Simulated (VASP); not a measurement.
Set up this calculation in VASP 6.6.1, as the native input.

```yaml
Task: single point
Functional: PBE
Potentials_or_basis: VASP PAW PBE potentials, release 64 (Sr_sv, O)
Cutoff: 520 eV
k_mesh: 8 × 8 × 8
Occupations: gaussian, width 0.05 eV
Spin: no spin polarisation
Dipole_correction: no
Further_INCAR_settings: ALGO = Normal; EDIFF = 1e-06; NBANDS = 15
```

The structure of SrO lies in POSCAR:

```
SrO
1.0
    0.0064245000      2.5698000000      2.5698000000
    2.5698000000      0.0064245000      2.5698000000
    2.5762245000      2.5762245000      0.0000000000
Sr O
1 1
Direct
    0.0000000000      0.0000000000      0.0000000000
    0.5000000000      0.5000000000      0.5000000000
```

This cell differs from its parent crystal: strain +0.0050 x Voigt [0, 0, 0, 0, 0, 1].

These files were run (other wordings do the same):

INCAR

```
SYSTEM = SrO
ALGO = Normal
EDIFF = 1E-6
ENCUT = 520
GGA = PE
ISIF = 2
ISMEAR = 0
LASPH = .True.
LCHARG = .True.
LELF = .True.
LREAL = .False.
LVHAR = .True.
LWAVE = .False.
NBANDS = 15
NELM = 60
PREC = Accurate
SIGMA = 0.05
```

KPOINTS

```
k-points
0
Gamma
  8 8 8
  0 0 0
```

Potentials or basis: VASP PAW PBE potentials, release 64 (Sr_sv, O).

Run with:

```bash
$ cat potpaw_PBE.64/Sr_sv/POTCAR potpaw_PBE.64/O/POTCAR > POTCAR
$ mpirun -np 1 vasp_std > vasp.out
```

It gave:

| Quantity | Value |
| --- | --- |
| Pressure | 3.5 GPa |
| Band gap on the k mesh | 3.26 eV, indirect (least direct gap 3.34 eV) |

Caveat: the cell differs from its parent crystal (strain +0.0050 x Voigt [0, 0, 0, 0, 0, 1]).

Run time: 71 s on 1 thread of Intel Xeon 8259CL, with other jobs on the host, peak memory 0.19 GiB.
